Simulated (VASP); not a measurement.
Write the native input for VASP 6.6.1 that does the following.

| Property | Result |
| --- | --- |
| Task | single point |
| Functional | PBE |
| Potentials or basis | VASP PAW PBE potentials, release 64 (Ge_d) |
| Cutoff | 520 eV |
| k mesh | 10 × 10 × 10 |
| Occupations | fermi-dirac, width 0.05 eV |
| Spin | no spin polarisation |
| Dipole correction | no |
| Further INCAR settings | ALGO = Normal; EDIFF = 1e-07; NBANDS = 21 |

The structure of Ge lies in POSCAR:

```
Ge
1.0
    0.0000000000      2.8806413175      2.8806413175
    2.8806413175      0.0000000000      2.8806413175
    2.8806413175      2.8806413175      0.0000000000
Ge
2
Direct
    0.0000000000      0.0000000000      0.0000000000
    0.2500000000      0.2500000000      0.2500000000
```

One way to write it, as run:

INCAR

```
SYSTEM = Ge
ALGO     = Normal         ! electronic algorithm
EDIFF    = 1E-7           ! SCF threshold, eV
ENCUT    = 520            ! plane-wave cutoff, eV
GGA      = PE             ! functional
ISIF     = 2              ! what is computed and relaxed
ISMEAR   = -1             ! smearing method
LASPH    = .TRUE.         ! aspherical terms in the spheres
LCHARG   = .TRUE.         ! write CHGCAR
LELF     = .TRUE.         ! ELF
LREAL    = .FALSE.        ! projectors in reciprocal space
LVHAR    = .TRUE.       
LWAVE    = .FALSE.        ! write WAVECAR
NBANDS   = 21             ! bands
NELM     = 80             ! most SCF steps
PREC     = Accurate       ! precision mode
SIGMA    = 0.05           ! smearing width, eV
```

KPOINTS

```
k-points
0
G
  10 10 10
  0 0 0
```

Potentials or basis: VASP PAW PBE potentials, release 64 (Ge_d).

Launch:

```sh
$ cat potpaw_PBE.64/Ge_d/POTCAR > POTCAR
$ mpirun -np 1 vasp_std > vasp.out
```

It gave:

```json
{"Pressure": "0.0 GPa", "Band gap on the k mesh": "zero (filled and empty bands touch)"}
```

It took 19 s on 1 thread of Intel(R) Xeon(R) 6975P-C (Granite Rapids) (shared host), peak memory 0.18 GiB.
